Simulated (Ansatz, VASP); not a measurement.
Co in VASP and in Ansatz

```
Co
1.0
     0.00000    1.79935    1.79935
     1.79935    0.00000    1.79935
     3.59870    3.59870    0.00000
Co
2
Cartesian
  0.0000 0.0000 0.0000
  1.7994 1.7994 0.0000
```

Change from the starting cell: parallel moments scaled by 0.03, plain SCF.

Alike in both runs: task single point; functional PBE; k mesh 12 × 12 × 6; occupations fermi-dirac, width 0.05 eV; collinear spin.

|  | VASP | Ansatz |
| --- | --- | --- |
| version | VASP 6.6.1 | Ansatz 0.2.0 |
| potentials or method | VASP PAW PBE potentials, release 64 (Co), cutoff 520 eV | PAW, plane waves, scalar-relativistic |
| valence electrons in the cell | 18 | 34 |

VASP gave:

| Quantity | Value |
| --- | --- |
| pressure (GPa) | -23.5 |
| net moment per atom (μB) | 0.00 |
| size of the moment on the site where the two differ most (μB) | 0.00 |

Q: What did Ansatz give for the same quantities?

A: Pressure (GPa): -11.4; net moment per atom (μB): 1.72; size of the moment on the site where the two differ most (μB): 1.80.

The net moments are unlike, so the other rows may belong to different states. Site moments also hang on the region over which each program counts them. VASP's potentials hold 18 valence electrons a cell and Ansatz's 34, so a difference there can come from the potentials and not from the codes.
